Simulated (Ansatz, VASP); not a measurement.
## CsSbSI2: VASP beside Ansatz

```
Cs Sb S I
1.0
     6.32461    0.37930    0.00000
     0.37930    6.32461    0.00000
     0.00000    0.00000    5.53065
Cs Sb S I
1 1 1 2
Direct
  0.99215 0.00785 0.00000
  0.48214 0.51786 0.50000
  0.50459 0.49541 0.00000
  0.00994 0.48882 0.50000
  0.51118 0.99006 0.50000
```

Alike in both runs: task single point; functional PBE; k mesh 6 × 6 × 8; occupations gaussian, width 0.05 eV; no spin polarisation.

|  | VASP | Ansatz |
| --- | --- | --- |
| version | VASP 6.6.1 | Ansatz 0.2.0 |
| potentials or method | VASP PAW PBE potentials, release 64 (Cs_sv, Sb, S, I), cutoff 520 eV | scalar-relativistic, plane waves, PAW |
| valence electrons in the cell | 34 | 64 |

```tsv
	VASP	Ansatz	Ansatz less VASP
gap on the k mesh at the Fermi level (eV)	none	none	-
pressure (GPa)	-1.8	-1.8	+0.03
traceless stress, the component that is largest in VASP (GPa)	-2.24	-2.24	+0.001
rms of the force components (eV/Å)	0.052	0.051	-0.0008
```

Atom by atom the forces differ by 0.001 eV/Å (rms over components). A gap of «none» marks a metal or a gap that the smearing closes. With one functional, cell and mesh, what is left measures potentials, basis and numerics. VASP's potentials hold 34 valence electrons a cell and Ansatz's 64, so a difference there can come from the potentials and not from the codes.

Spin-orbit coupling is off throughout.
